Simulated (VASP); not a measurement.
Here is a VASP 6.6.1 calculation.

The input INCAR:

```
PREC = Accurate
ENCUT = 520
EDIFF = 1E-7
ISMEAR = -1
SIGMA = 0.05
LREAL = False
LASPH = True
NELM = 100
ALGO = Normal
ISIF = 2
LWAVE = False
LCHARG = True
GGA = PS
LELF = True
LVHAR = True
NBANDS = 64
```

The input KPOINTS:

```
Automatic mesh
0
Gamma
  7 7 7
```

The input POSCAR:

```
SnO2
1.0
   -4.5330885123      4.5330885123      1.5665622605
    4.5330885123     -4.5330885123      1.5665622605
    4.5330885123      4.5330885123     -1.5665622605
Sn O
4 8
Direct
    0.3917775702      0.7764202649      0.1681978351
    0.7764202649      0.6082224298      0.3846426947
    0.2235797351      0.3917775702      0.6153573053
    0.6082224298      0.2235797351      0.8318021649
    0.1417455869      0.1544071693      0.2961527561
    0.8455928307      0.1417455869     -0.0126615824
    0.8582544131      0.8455928307      0.7038472439
    0.1544071693      0.8582544131      1.0126615824
    0.1359892641      0.5863650846      0.7223543487
    0.5863650846      0.8640107359      0.4503758205
    0.4136349154      0.1359892641      0.5496241795
    0.8640107359      0.4136349154      0.2776456513
```

Potentials or basis: VASP PAW PBE potentials, release 64 (Sn_d, O).

Run with:

```console
$ cat potpaw_PBE.64/Sn_d/POTCAR potpaw_PBE.64/O/POTCAR > POTCAR
$ mpirun -np 1 vasp_std > vasp.out
```

(1) What does it give for the pressure?

(2) Estimate the largest force.

(3) What does it give for the band gap on the k mesh?

Answers

(1) 30.9 GPa.

(2) 0.088 eV/Å.

(3) 1.17 eV.

Caveat: the cell stands under pressure; the PAW data sets were made with another functional, which shifts forces and pressure a little; spin-orbit coupling is left out, which moves the levels of the heavy elements; an odd mesh through Γ misses points on the zone boundary, where band edges can lie.
